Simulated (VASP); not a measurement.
Wanted: the native input for a VASP 6.6.1 run.

| Property | Result |
| --- | --- |
| Task | relaxation of cell and atoms |
| Functional | PBE |
| Potentials or basis | VASP PAW PBE potentials, release 64 (Ba_sv, Os_sv_GW) |
| Cutoff | 500 eV |
| k mesh | 18 × 18 × 6 |
| Occupations | gaussian, width 0.1 eV |
| Spin | no spin polarisation |
| Dipole correction | no |
| Further INCAR settings | ALGO = Normal; EDIFF = 1e-07; IBRION = 2; EDIFFG = -0.01; NSW = 100; ISIF = 3 |

The structure of BaOs2 lies in POSCAR:

```
BaOs2
1.0
    2.9241940990      0.0000000000      0.0000000000
   -1.4620970495      2.5324263753      0.0000000000
    0.0000000000      0.0000000000      8.1520862634
Ba Os
1 2
Direct
    0.0000000000      0.0000000000      0.5000000000
    0.0000000000      0.0000000000      0.1441140055
    0.0000000000      0.0000000000      0.8558859945
```

The cell was built from a structure type or drawn by symmetry, and may not be a known phase.

The input as run:

INCAR

```
  PREC = Accurate
  ENCUT = 500
  EDIFF = 1E-7
  ISMEAR = 0
  SIGMA = 0.1
  LREAL = F
  LASPH = T
  NELM = 120
  ALGO = Normal
  ISIF = 3
  LWAVE = F
  LCHARG = F
  GGA = PE
  IBRION = 2
  NSW = 100
  EDIFFG = -0.01
  GGA_COMPAT = F
  NELMIN = 4
```

KPOINTS

```
regular mesh
0
Gamma
  18 18 6
```

Potentials or basis: VASP PAW PBE potentials, release 64 (Ba_sv, Os_sv_GW).

Command:

```console
$ cat potpaw_PBE.64/Ba_sv/POTCAR potpaw_PBE.64/Os_sv_GW/POTCAR > POTCAR
$ mpirun -np 1 vasp_std > vasp.out
```

Results of the run:

- Relaxed volume: 20.96 Å³/atom
- Relaxed cell: a = 2.946 Å, b = 2.946 Å, c = 8.367 Å, α = 90.00°, β = 90.00°, γ = 120.00°
- Space group after relaxing (to 0.1 Å): P6/mmm (No. 191)
- Energy gained by relaxing: 17.8 meV/atom
- Ionic steps: 11
- Pressure after relaxing: 0.0 GPa
- Band gap on the k mesh: zero (bands 21 and 22 overlap by 2.03 eV)

Caveat: spin-orbit coupling is left out, which moves the levels of the heavy elements.

Wall time 21 min on 1 thread of AMD EPYC 9R45 96-Core Processor (Zen 5) (shared host), peak memory 0.31 GiB.
